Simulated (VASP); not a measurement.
Input of a VASP 6.6.1 run:

The input INCAR:

```
PREC = Accurate ; ENCUT = 520
EDIFF = 1E-7 ; ISMEAR = -1
SIGMA = 0.05 ; LREAL = F
LASPH = T ; NELM = 100
ALGO = Normal ; ISIF = 2
LWAVE = F ; LCHARG = T
GGA = CA ; LELF = T
LVHAR = T ; NBANDS = 16
```

The input KPOINTS:

```
regular mesh
0
Gamma
  10 10 10
```

Contents of POSCAR:

```
Li2Hg
1.0
    0.0000000000      3.1120996418      3.1120996418
    3.1120996418      0.0000000000      3.1120996418
    3.1120996418      3.1120996418      0.0000000000
Hg Li
1 2
Direct
    0.0000000000      0.0000000000      0.0000000000
    0.2500000000      0.2500000000      0.2500000000
    0.7500000000      0.7500000000      0.7500000000
```

Potentials or basis: VASP PAW LDA potentials, release 64 (Hg, Li_sv).

Run with:

```console
$ cat potpaw_LDA.64/Hg/POTCAR potpaw_LDA.64/Li_sv/POTCAR > POTCAR
$ mpirun -np 1 vasp_std > vasp.out
```

(1) Predict the band gap on the k mesh.

Answers

(1) zero (band 9 reaches 6.02 eV, above the bottom of band 10 at 0.97 eV).

Caveat: spin-orbit coupling is left out, which moves the levels of the heavy elements.
